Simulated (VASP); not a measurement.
Ba:

```xyz
1
Lattice="-2.5125 2.5125 2.5125 2.5125 -2.5125 2.5125 2.5125 2.5125 -2.5125" Properties=species:S:1:pos:R:3 pbc="T T T"
Ba    0.0000    0.0000    0.0000
```

- Program: VASP 6.6.1
- Task: relaxation of cell and atoms
- Functional: RPBE
- Potentials or basis: VASP PAW PBE potentials, release 64 (Ba_sv)
- Cutoff: 600 eV
- k mesh: 10 × 10 × 10
- Occupations: gaussian, width 0.1 eV
- Spin: no spin polarisation

At the start: pressure 0.7 GPa; volume 63.44 Å³/atom.

**Question.** Where does the relaxation end?

**Answer.** Over 4 steps the energy falls by 11.1 meV/atom and the volume is 68.76 Å³/atom (+8.4 %); space group Im-3m (No. 229, to 0.1 Å) before and after.

Step by step:
| step | energy change (eV) | largest force (eV/Å) | pressure (GPa) | volume (Å³) |
| --- | --- | --- | --- | --- |
| 1 | 0.0000 | 0.0000 | 0.71 | 63.44 |
| 2 | -0.0084 | 0.0000 | 0.33 | 66.05 |
| 3 | -0.0111 | 0.0000 | -0.03 | 69.04 |
| 4 | -0.0111 | 0.0000 | 0.00 | 68.76 |

Final structure:
```
Ba
1.0
    -2.58085    2.58085    2.58085
     2.58085   -2.58085    2.58085
     2.58085    2.58085   -2.58085
Ba
1
Direct
  0.00000 0.00000 0.00000
```

Caveat: the PAW data sets were made with another functional, which shifts forces and pressure a little.
